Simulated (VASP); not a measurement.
Here is a VASP 6.6.1 calculation.

POSCAR

```
HCl
1.0
    0.0000000000      2.7375000000      2.6553750000
    2.7375000000      0.0000000000      2.6553750000
    2.7375000000      2.7375000000      0.0000000000
H Cl
1 1
Direct
    0.0000000000      0.0000000000      0.0000000000
    0.5000000000      0.5000000000      0.5000000000
```

Contents of INCAR.step1:

```
ALGO = Normal ; EDIFF = 1E-4
ENCUT = 520 ; GGA = PE
ISMEAR = 0 ; LASPH = True
LCHARG = False ; LREAL = False
LWAVE = True ; NBANDS = 11
NELM = 80 ; PREC = Accurate
SIGMA = 0.15
```

INCAR.step2

```
ALGO = Normal ; EDIFF = 1E-6
ENCUT = 520 ; ISIF = 2
ISMEAR = 0 ; ISTART = 1
LASPH = True ; LCHARG = False
LMIXTAU = True ; LREAL = False
LWAVE = False ; METAGGA = R2SCAN
NBANDS = 11 ; NELM = 80
PREC = Accurate ; SIGMA = 0.15
```

KPOINTS

```
k-points
0
Gamma
  16 16 16
```

Potentials or basis: VASP PAW PBE potentials, release 64 (H, Cl).

Run with:

```sh
$ cat potpaw_PBE.64/H/POTCAR potpaw_PBE.64/Cl/POTCAR > POTCAR
$ cp INCAR.step1 INCAR
$ mpirun -np 1 vasp_std > vasp.out
$ cp INCAR.step2 INCAR
$ mpirun -np 1 vasp_std > vasp.out
```

Q: What does it give for the pressure?

A: -10.3 GPa.

Q: Estimate the band gap on the k mesh.

A: Zero (band 4 reaches -2.41 eV, above the bottom of band 5 at -2.45 eV).

Stress tensor (GPa, compression positive):
```
 -9.36   0.00   0.00
  0.00  -9.36   0.00
  0.00   0.00 -12.16
```

Caveat: the cell differs from its parent crystal (strain +0.000 along x and y, -0.030 along z); the PAW data sets were made with another functional, which shifts forces and pressure a little.
